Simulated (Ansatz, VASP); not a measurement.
## CaO: VASP beside Ansatz

Contents of POSCAR:

```
CaO
1.0
    0.0000000000      2.4463593121      2.4463593121
    2.4463593121      0.0000000000      2.4463593121
    2.4463593121      2.4463593121      0.0000000000
Ca O
1 1
Direct
    0.0000000000      0.0000000000      0.0000000000
    0.5000000000      0.5000000000      0.5000000000
```

Contents of INCAR.step1:

```
ALGO = Normal ; EDIFF = 1E-5
ENCUT = 520 ; GGA = PE
ISIF = 2 ; ISMEAR = 0
LASPH = T ; LREAL = F
LWAVE = T ; NBANDS = 15
NELM = 100 ; PREC = Accurate
SIGMA = 0.02
```

INCAR.step2

```
ALGO = Normal ; EDIFF = 1E-7
ENCUT = 520 ; GGA = PE
HFSCREEN = 0.2079 ; ISIF = 2
ISMEAR = 0 ; ISTART = 1
LASPH = T ; LCHARG = T
LELF = T ; LHFCALC = T
LREAL = F ; LVHAR = T
LWAVE = F ; NBANDS = 15
NELM = 100 ; PREC = Accurate
PRECFOCK = Normal ; SIGMA = 0.02
```

The input KPOINTS:

```
k-points
0
Gamma
  6 6 6
```

Input for Ansatz:

```yaml
crystal:
  lattice:
    - [0.0, 2.4463593121, 2.4463593121]
    - [2.4463593121, 0.0, 2.4463593121]
    - [2.4463593121, 2.4463593121, 0.0]
  atoms:
    - { symbol: Ca, position: [0.0, 0.0, 0.0] }
    - { symbol: O, position: [0.5, 0.5, 0.5] }
basis:
  ecutwfc: 420
kpoints:
  mp_grid: { grid: [6, 6, 6] }
hamiltonian:
  xc: hse06
scf:
  occupations: { method: gaussian, width: 0.02 }
output:
  forces: true
  stress: true
  eigenvalues: true
  write_density: true
  write_potential: true
  elf: true
  volumetric_format: npy
```

Alike in both runs: task single point; functional HSE06; k mesh 6 × 6 × 6; occupations gaussian, width 0.02 eV; no spin polarisation.

|  | VASP | Ansatz |
| --- | --- | --- |
| version | VASP 6.6.1 | Ansatz 0.2.0 |
| potentials or method | VASP PAW PBE potentials, release 64 (Ca_sv, O), cutoff 520 eV | scalar-relativistic, plane waves, PAW |
| valence electrons in the cell | 16 | 16 |

VASP gave:

| Property | Result |
| --- | --- |
| gap on the k mesh at the Fermi level (eV) | 5.29 |
| least direct gap on the mesh (eV) | 5.72 |
| pressure (GPa) | -5.4 |

Q: What did Ansatz give for the same quantities?

A: gap on the k mesh at the Fermi level (eV): 5.30; least direct gap on the mesh (eV): 5.74; pressure (GPa): -5.9.

With one functional, cell and mesh, what is left measures potentials, basis and numerics. Ansatz's warnings: stress exchange threshold loose, stress scf threshold loose.
